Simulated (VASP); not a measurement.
# Ta (Im-3m) in VASP: notebook

Runs on Ta. Level: BLYP. Tasks: single point, relaxation of cell and atoms.

Everything below comes from runs of VASP 6.6.1. Logs are shortened: lines on timing, memory, paths and dates and some standing lists are left out, and cuts for length are marked.

## Step 1: The cell of the first run

It takes space group Im-3m (No. 229, cubic). The conventional cell has a = 3.264 Å, b = 3.264 Å, c = 3.264 Å, α = 90.00°, β = 90.00°, γ = 90.00°. Ta (site symmetry m-3m) has 14 Ta at 2.83 to 3.26 Å within 3.7 Å.

## Step 2: Single point, BLYP (17.38 Å³/atom)

INCAR reads:

```
  PREC = Accurate
  ENCUT = 500
  EDIFF = 1E-6
  ISMEAR = -1
  SIGMA = 0.1
  LREAL = F
  LASPH = T
  NELM = 120
  ALGO = Normal
  ISIF = 2
  LWAVE = F
  LCHARG = T
  GGA = B5
  ALDAX = 1.0
  AGGAX = 1.0
  AGGAC = 1.0
  ALDAC = 0.0
  LELF = T
  LVHAR = T
  NBANDS = 12
  GGA_COMPAT = F
```

KPOINTS reads:

```
regular mesh
0
Gamma
  22 22 22
```

POSCAR reads:

```
Ta
1.0
   -1.6318459748      1.6318459748      1.6318459748
    1.6318459748     -1.6318459748      1.6318459748
    1.6318459748      1.6318459748     -1.6318459748
Ta
1
Direct
    0.0000000000      0.0000000000      0.0000000000
```

Potentials or basis: VASP PAW PBE potentials, release 64 (Ta_sv_GW).

Run with:

```bash
cat potpaw_PBE.64/Ta_sv_GW/POTCAR > POTCAR
mpirun -np 1 vasp_std > vasp.out
```

OUTCAR:

```text
PREC = Accurate
   ENCUT = 500
   EDIFF = 1E-6
   ISMEAR = -1
   LREAL = F
   LASPH = T
   NELM = 120
   ISIF = 2
   GGA = B5

 ion  position               nearest neighbor table
   1  0.000  0.000  0.000-

  LATTYP: Found a body centered cubic cell.
 ALAT       =     3.2636919496

  Lattice vectors:

 A1 = (  -1.6318459748,   1.6318459748,   1.6318459748)
 A2 = (   1.6318459748,  -1.6318459748,   1.6318459748)
 A3 = (   1.6318459748,   1.6318459748,  -1.6318459748)

Analysis of symmetry for initial positions (statically):
=====================================================================
 Subroutine PRICEL returns:
 Original cell was already a primitive cell.

 Routine SETGRP: Setting up the symmetry group for a
 body centered cubic supercell.

 Subroutine GETGRP returns: Found 48 space group operations
 (whereof 48 operations were pure point group operations)
 out of a pool of 48 trial point group operations.

The static configuration has the point symmetry O_h .

Analysis of symmetry for dynamics (positions and initial velocities):
=====================================================================
 Subroutine PRICEL returns:
 Original cell was already a primitive cell.

 Routine SETGRP: Setting up the symmetry group for a
 body centered cubic supercell.

 Subroutine GETGRP returns: Found 48 space group operations
 (whereof 48 operations were pure point group operations)
 out of a pool of 48 trial point group operations.

The dynamic configuration has the point symmetry O_h .

 Subroutine INISYM returns: Found 48 space group operations
 (whereof 48 operations are pure point group operations),
 and found     1 'primitive' translations

----------------------------------------------------------------------------------------

                                     Primitive cell

  volume of cell :      17.3819

  direct lattice vectors                    reciprocal lattice vectors
    -1.631845975  1.631845975  1.631845975     0.000000000  0.306401467  0.306401467
     1.631845975 -1.631845975  1.631845975     0.306401467  0.000000000  0.306401467
     1.631845975  1.631845975 -1.631845975     0.306401467  0.306401467  0.000000000

  length of vectors
     2.826440138  2.826440138  2.826440138     0.433317110  0.433317110  0.433317110

  position of ions in fractional coordinates (direct lattice)
     0.000000000  0.000000000  0.000000000

  ion indices of the primitive-cell ions
   primitive index   ion index
                 1           1
[... 79 lines left out ...]
   ISYM   =      2    0-nonsym 1-usesym 2-fastsym
   POTIM  = 0.5000    time-step for ionic-motion
   TEBEG  =    0.0;   TEEND  =   0.0 temperature during run
   PSTRESS=    0.0 pullay stress
   NELECT =      13.0000    total number of electrons
   NUPDOWN=      -1.0000    fix difference up-down
   EMIN   =  10.00;   EMAX   =-10.00  energy-range for DOS
   EFERMI =   0.00;   METHOD = LEGACY
   ISMEAR =    -1;   SIGMA  =   0.10  broadening in eV -4-tet -1-fermi 0-gaus
   EFERMI_NEDOS =   21; number of points for ismear=-14 and -15
   IALGO  =     38    algorithm
   IMIX   =      4    mixing-type and parameters
     AMIX     =   0.40;   BMIX     =  1.00
     AMIX_MAG =   1.60;   BMIX_MAG =  1.00
  volume/ion in A,a.u.               =      17.38       117.30
  Fermi-wavevector in a.u.,A,eV,Ry     =   1.486016  2.808163 30.044973  2.208243
  Thomas-Fermi vector in A             =   2.599355
   LORBIT       =      0    0 simple, 1 ext, 2 COOP (PROOUT), +10 PAW based schemes
   GGA     = B5    functional components
   LHFCALC =     F    Hartree Fock is set to
   AEXX    =    0.0000 exact exchange contribution
   IVDW    =     0    specifies the selected vdW correction
   LEPSILON=     F    determine dielectric tensor
   LRPA    =     F    only Hartree local field effects (RPA)
 non-spin polarized calculation
  energy-cutoff  :      500.00
  volume of cell :       17.38
 maximum number of plane-waves:       466
 NGX is ok and might be reduce to    24
   NGX = 11   NGY = 11   NGZ = 11

 number of electron      13.0000000 magnetization

 Free energy of the ion-electron system (eV)
  ---------------------------------------------------
  ext. energy  EPLUGINS =         0.00000000
  ---------------------------------------------------
  free energy    TOTEN  =       -12.72802123 eV

  energy without entropy =      -12.68514226  energy(sigma->0) =      -12.70658174

 E-fermi :  11.5776     XC(G=0): -12.6081

 val. band max:       11.5767761356   @ k =   0.3182   0.0000   0.0000
 cond. band min:      11.5802619163   @ k =  -0.4545  -0.4545   0.0909
 fundamental gap:      0.0034857807
 Fermi energy:        11.5775906667

 k-point     1 :       0.0000    0.0000    0.0000
  band No.  band energies     occupation
      1     -55.2374      2.00000
      2     -21.3163      2.00000
      3     -21.3163      2.00000
      4     -21.3163      2.00000
      5       3.6877      2.00000
      6      12.1706      0.00530
      7      12.1706      0.00530
      8      12.1706      0.00530
      9      15.5740      0.00000
     10      15.5740      0.00000
     11      26.4518      0.00000
     12      26.4518      0.00000
[... 331 lines left out ...]
 k-point    24 :       0.1364    0.0909    0.0000
  band No.  band energies     occupation
      1     -55.1905      2.00000
      2     -21.7904      2.00000
      3     -21.4403      2.00000
      4     -21.3532      2.00000
      5       5.3447      2.00000
      6      11.3363      1.83565
      7      11.4939      1.39581
      8      14.0137      0.00000
      9      14.6045      0.00000
     10      15.8440      0.00000
     11      27.6447      0.00000
     12      28.6250      0.00000

 [... further k-points ...]

------------------------ aborting loop because EDIFF is reached ----------------------------------------

  FORCE on cell =-STRESS in cart. coord.  units (eV):
  Direction    XX          YY          ZZ          XY          YZ          ZX
  --------------------------------------------------------------------------------------
  -------------------------------------------------------------------------------------
  Total        1.8261863      1.8261863      1.8261863      0.0000000      0.0000000      0.0000000
  in kB      168.3287024    168.3287024    168.3287024      0.0000000      0.0000000      0.0000000
  external PRESSURE =     168.3287024 kB  Pullay stress =       0.0000000 kB

 VOLUME and BASIS-vectors are now :
 -----------------------------------------------------------------------------
  energy-cutoff  :      500.00
  volume of cell :       17.38
      direct lattice vectors                 reciprocal lattice vectors
    -1.631845975  1.631845975  1.631845975     0.000000000  0.306401467  0.306401467
     1.631845975 -1.631845975  1.631845975     0.306401467  0.000000000  0.306401467
     1.631845975  1.631845975 -1.631845975     0.306401467  0.306401467  0.000000000

 POSITION                                       TOTAL-FORCE (eV/Angst)
 -----------------------------------------------------------------------------------
      0.00000      0.00000      0.00000        -0.000000      0.000000      0.000000
 -----------------------------------------------------------------------------------
    total drift:                                0.000000     -0.000000     -0.000000

  FREE ENERGIE OF THE ION-ELECTRON SYSTEM (eV)
  ---------------------------------------------------
  free  energy   TOTEN  =       -12.7280212331 eV

  energy  without entropy=      -12.6851422566  energy(sigma->0) =      -12.70658174
```

OSZICAR:

```text
N       E                     dE             d eps       ncg     rms          rms(c)
DAV:   1     0.655980755886E+02    0.65598E+02   -0.75726E+03  8028   0.100E+03
DAV:   2    -0.113824208435E+02   -0.76980E+02   -0.73985E+02  9624   0.266E+02
DAV:   3    -0.133727548008E+02   -0.19903E+01   -0.19758E+01  9628   0.393E+01
DAV:   4    -0.133894425203E+02   -0.16688E-01   -0.16687E-01  8856   0.444E+00
DAV:   5    -0.133899036206E+02   -0.46110E-03   -0.46110E-03 11588   0.496E-01    0.114E+02
DAV:   6    -0.128463616457E+02    0.54354E+00   -0.57752E-01  8464   0.704E+00    0.743E+01
DAV:   7    -0.127766642541E+02    0.69697E-01   -0.88995E-01  8904   0.835E+00    0.125E+01
DAV:   8    -0.127275799662E+02    0.49084E-01   -0.16043E-01  8304   0.392E+00    0.273E+00
DAV:   9    -0.127278057324E+02   -0.22577E-03   -0.12128E-03  9116   0.361E-01    0.368E-01
DAV:  10    -0.127280214896E+02   -0.21576E-03   -0.37292E-04  8460   0.248E-01    0.640E-01
DAV:  11    -0.127280207052E+02    0.78436E-06   -0.18348E-05  9184   0.421E-02    0.182E-01
DAV:  12    -0.127280212331E+02   -0.52786E-06   -0.13349E-06  6176   0.137E-02
   1 F= -.12728021E+02 E0= -.12706582E+02  d E =-.428790E-01
```

stdout:

```text
POSCAR found type information on POSCAR Ta
 POSCAR found :  1 types and       1 ions
 scaLAPACK will be used
 -----------------------------------------------------------------------------
|                                                                             |
|                                                                             |
|     You enforced a specific xc type in the INCAR file but a different       |
|     I HOPE YOU KNOW WHAT YOU ARE DOING!                                     |
|                                                                             |
 -----------------------------------------------------------------------------

 LDA part: xc-table for (Slater(with rela. corr.)+VWN5), standard interpolation
 POSCAR, INCAR and KPOINTS ok, starting setup
 FFT: planning ... GRIDC
 FFT: planning ... GRID_SOFT
 FFT: planning ... GRID
 WAVECAR not read
 entering main loop
```

Wall time 32 s (1 thread of Intel Xeon Platinum 8559C (Emerald Rapids), shared host); peak memory 0.2 GiB.

What came out:

```yaml
Free_energy: -12.7280 eV
Pressure: 16.8 GPa
Band_gap_on_the_k_mesh: zero (an odd number of electrons rules out a gap without spin polarisation)
```

Levels at points of the mesh, in eV from the Fermi level:
| k point | band 4 | band 5 | band 6 | band 7 | band 8 | band 9 | band 10 | band 11 |
| --- | --- | --- | --- | --- | --- | --- | --- | --- |
| (0.00, 0.00, 0.00) | -32.89 | -7.89 | 0.59 | 0.59 | 0.59 | 4.00 | 4.00 | 14.87 |
| (0.50, 0.00, 0.00) | -32.90 | -4.51 | -1.74 | 2.03 | 3.89 | 4.93 | 7.95 | 12.05 |
| (0.50, 0.50, 0.50) | -33.82 | -4.02 | -4.02 | 6.94 | 6.94 | 6.94 | 9.14 | 9.14 |

Caveat: the cell stands under pressure; the PAW data sets were made with another functional, which shifts forces and pressure a little; spin-orbit coupling is left out, which moves the levels of the heavy elements.

## Step 3: Relaxation of cell and atoms, BLYP

This run uses another cell than the first one, of 18.06 Å³/atom.

INCAR reads:

```
  PREC = Accurate
  ENCUT = 500
  EDIFF = 1E-7
  ISMEAR = -1
  SIGMA = 0.1
  LREAL = False
  LASPH = True
  NELM = 120
  ALGO = Normal
  ISIF = 3
  LWAVE = False
  LCHARG = False
  GGA = B5
  ALDAX = 1.0
  AGGAX = 1.0
  AGGAC = 1.0
  ALDAC = 0.0
  IBRION = 2
  NSW = 80
  EDIFFG = -0.01
  GGA_COMPAT = False
  NELMIN = 4
```

KPOINTS reads:

```
Automatic mesh
0
Gamma
  13 13 13
```

POSCAR reads:

```
Ta
1.0
   -1.6529000000      1.6529000000      1.6529000000
    1.6529000000     -1.6529000000      1.6529000000
    1.6529000000      1.6529000000     -1.6529000000
Ta
1
Direct
    0.0000000000      0.0000000000      0.0000000000
```

Potentials or basis: VASP PAW PBE potentials, release 64 (Ta_sv_GW).

Run with:

```bash
cat potpaw_PBE.64/Ta_sv_GW/POTCAR > POTCAR
mpirun -np 1 vasp_std > vasp.out
```

OUTCAR:

```text
PREC = Accurate
   ENCUT = 500
   EDIFF = 1E-7
   ISMEAR = -1
   LREAL = False
   LASPH = True
   NELM = 120
   ISIF = 3
   GGA = B5
   IBRION = 2
   NSW = 80
   EDIFFG = -0.01
   NELMIN = 4

 ion  position               nearest neighbor table
   1  0.000  0.000  0.000-

  LATTYP: Found a body centered cubic cell.
 ALAT       =     3.3058000000

  Lattice vectors:

 A1 = (  -1.6529000000,   1.6529000000,   1.6529000000)
 A2 = (   1.6529000000,  -1.6529000000,   1.6529000000)
 A3 = (   1.6529000000,   1.6529000000,  -1.6529000000)

Analysis of symmetry for initial positions (statically):
=====================================================================
 Subroutine PRICEL returns:
 Original cell was already a primitive cell.

 Routine SETGRP: Setting up the symmetry group for a
 body centered cubic supercell.

 Subroutine GETGRP returns: Found 48 space group operations
 (whereof 48 operations were pure point group operations)
 out of a pool of 48 trial point group operations.

The static configuration has the point symmetry O_h .

Analysis of symmetry for dynamics (positions and initial velocities):
=====================================================================
 Subroutine PRICEL returns:
 Original cell was already a primitive cell.

 Routine SETGRP: Setting up the symmetry group for a
 body centered cubic supercell.

 Subroutine GETGRP returns: Found 48 space group operations
 (whereof 48 operations were pure point group operations)
 out of a pool of 48 trial point group operations.

The dynamic configuration has the point symmetry O_h .

 Subroutine INISYM returns: Found 48 space group operations
 (whereof 48 operations are pure point group operations),
 and found     1 'primitive' translations

----------------------------------------------------------------------------------------

                                     Primitive cell

  volume of cell :      18.0634
[... 115 lines left out ...]
   IVDW    =     0    specifies the selected vdW correction
   LEPSILON=     F    determine dielectric tensor
   LRPA    =     F    only Hartree local field effects (RPA)
 conjugate gradient relaxation of ions
 non-spin polarized calculation
  energy-cutoff  :      500.00
  volume of cell :       18.06
 maximum number of plane-waves:       472
 NGX is ok and might be reduce to    24
   NGX = 11   NGY = 11   NGZ = 11

--------------------------------------- Ionic step        1  -------------------------------------------

 number of electron      12.9999998 magnetization

 Free energy of the ion-electron system (eV)
  ---------------------------------------------------
  ext. energy  EPLUGINS =         0.00000000
  ---------------------------------------------------
  free energy    TOTEN  =       -12.78344152 eV

  energy without entropy =      -12.73595228  energy(sigma->0) =      -12.75969690

------------------------ aborting loop because EDIFF is reached ----------------------------------------

  FORCE on cell =-STRESS in cart. coord.  units (eV):
  Direction    XX          YY          ZZ          XY          YZ          ZX
  --------------------------------------------------------------------------------------
  -------------------------------------------------------------------------------------
  Total        0.9400493      0.9400493      0.9400493      0.0000000     -0.0000000      0.0000000
  in kB       83.3799214     83.3799214     83.3799214      0.0000000     -0.0000000      0.0000000
  external PRESSURE =      83.3799214 kB  Pullay stress =       0.0000000 kB
[... 22 lines left out ...]
--------------------------------------- Ionic step        2  -------------------------------------------

 number of electron      12.9999998 magnetization

 E-fermi :   9.3969     XC(G=0): -11.7027

 val. band max:        9.3602726132   @ k =  -0.3846   0.4615   0.1538
 cond. band min:       9.4162046204   @ k =   0.2308   0.0000   0.0000
 fundamental gap:      0.0559320072
 Fermi energy:         9.3968623945

 k-point     1 :       0.0000    0.0000    0.0000
  band No.  band energies     occupation
      1     -57.8336      2.00000
      2     -24.1181      2.00000
      3     -24.1181      2.00000
      4     -24.1181      2.00000
      5       2.1505      2.00000
      6       9.9686      0.00655
      7       9.9686      0.00655
      8       9.9686      0.00655
      9      12.7889      0.00000
     10      12.7889      0.00000
[... 368 lines left out ...]
--------------------------------------- Ionic step        4  -------------------------------------------

 number of electron      13.0000000 magnetization

 Free energy of the ion-electron system (eV)
  ---------------------------------------------------
  ext. energy  EPLUGINS =         0.00000000
  ---------------------------------------------------
  free energy    TOTEN  =       -12.80275927 eV

  energy without entropy =      -12.75461744  energy(sigma->0) =      -12.77868835

 E-fermi :  10.5088     XC(G=0): -12.1797

 val. band max:       10.5046893145   @ k =  -0.3846   0.4615   0.0769
 cond. band min:      10.5114031356   @ k =   0.1538   0.0769   0.0000
 fundamental gap:      0.0067138211
 Fermi energy:        10.5087968441

 k-point     1 :       0.0000    0.0000    0.0000
  band No.  band energies     occupation
      1     -56.4827      2.00000
      2     -22.6713      2.00000
      3     -22.6713      2.00000
      4     -22.6713      2.00000
      5       2.9235      2.00000
      6      11.1117      0.00480
      7      11.1117      0.00480
      8      11.1117      0.00480
      9      14.2347      0.00000
     10      14.2347      0.00000
[... 327 lines left out ...]
  FREE ENERGIE OF THE ION-ELECTRON SYSTEM (eV)
  ---------------------------------------------------
  free  energy   TOTEN  =       -12.8027592662 eV

  energy  without entropy=      -12.7546174413  energy(sigma->0) =      -12.77868835

 reached required accuracy - stopping structural energy minimisation
```

OSZICAR:

```text
N       E                     dE             d eps       ncg     rms          rms(c)
DAV:   1     0.714241350898E+02    0.71424E+02   -0.78465E+03  1728   0.120E+03
DAV:   2    -0.112135250481E+02   -0.82638E+02   -0.80311E+02  2006   0.302E+02
DAV:   3    -0.134824410755E+02   -0.22689E+01   -0.22009E+01  2000   0.473E+01
[... 43 lines left out ...]
DAV:   3    -0.128027511015E+02    0.29998E-04   -0.16439E-04  1696   0.130E-01    0.154E-01
DAV:   4    -0.128027541909E+02   -0.30894E-05   -0.26106E-06  2440   0.139E-02    0.139E-01
DAV:   5    -0.128027562562E+02   -0.20653E-05   -0.65633E-07  1648   0.594E-03    0.112E-01
DAV:   6    -0.128027590555E+02   -0.27993E-05   -0.30309E-06  1706   0.136E-02    0.505E-02
DAV:   7    -0.128027592447E+02   -0.18918E-06   -0.16230E-07  1550   0.375E-03    0.156E-02
DAV:   8    -0.128027592662E+02   -0.21471E-07   -0.69518E-09   846   0.121E-03
   4 F= -.12802759E+02 E0= -.12778688E+02  d E =-.193177E-01
```

CONTCAR:

```text
Ta
   1.00000000000000
    -1.6759443589426410    1.6759443589426410    1.6759443589426410
     1.6759443589426410   -1.6759443589426410    1.6759443589426410
     1.6759443589426410    1.6759443589426410   -1.6759443589426410
  Ta
     1
Direct
     0.0000000000000000    0.0000000000000000    0.0000000000000000

  0.00000000E+00  0.00000000E+00  0.00000000E+00
```

It took 81 s on 1 thread of AMD EPYC 9R45 (Zen 5), shared host; peak memory 0.13 GiB.

Results:

```
Free energy                           : -12.8028 eV
Relaxed volume                        : 18.83 Å³/atom
Relaxed cell                          : a = 2.903 Å, b = 2.903 Å, c = 2.903 Å, α = 109.47°, β = 109.47°, γ = 109.47°
Space group after relaxing (to 0.1 Å) : Im-3m (No. 229)
Energy gained by relaxing             : 19.3 meV/atom
Ionic steps                           : 4
Pressure after relaxing               : 0.0 GPa
Band gap on the k mesh                : zero (an odd number of electrons rules out a gap without spin polarisation)
```

Step by step:
```
step  energy change (eV)  largest force (eV/Å)  pressure (GPa)  volume (Å³)
   1              0.0000                0.0000            8.34        18.06
   2              0.0674                0.0000          -14.28        20.63
   3             -0.0193                0.0000           -0.24        18.85
   4             -0.0193                0.0000           -0.01        18.83
```

Final structure:
```xyz
1
Lattice="-1.6759 1.6759 1.6759 1.6759 -1.6759 1.6759 1.6759 1.6759 -1.6759" Properties=species:S:1:pos:R:3 pbc="T T T"
Ta    0.0000    0.0000    0.0000
```

Levels at points of the mesh, in eV from the Fermi level:
| k point | band 5 | band 6 | band 7 | band 8 | band 9 | band 10 |
| --- | --- | --- | --- | --- | --- | --- |
| (0.00, 0.00, 0.00) | -7.59 | 0.60 | 0.60 | 0.60 | 3.73 | 3.73 |

Caveat: the PAW data sets were made with another functional, which shifts forces and pressure a little; spin-orbit coupling is left out, which moves the levels of the heavy elements. BLYP gives volumes clearly too large for solids.
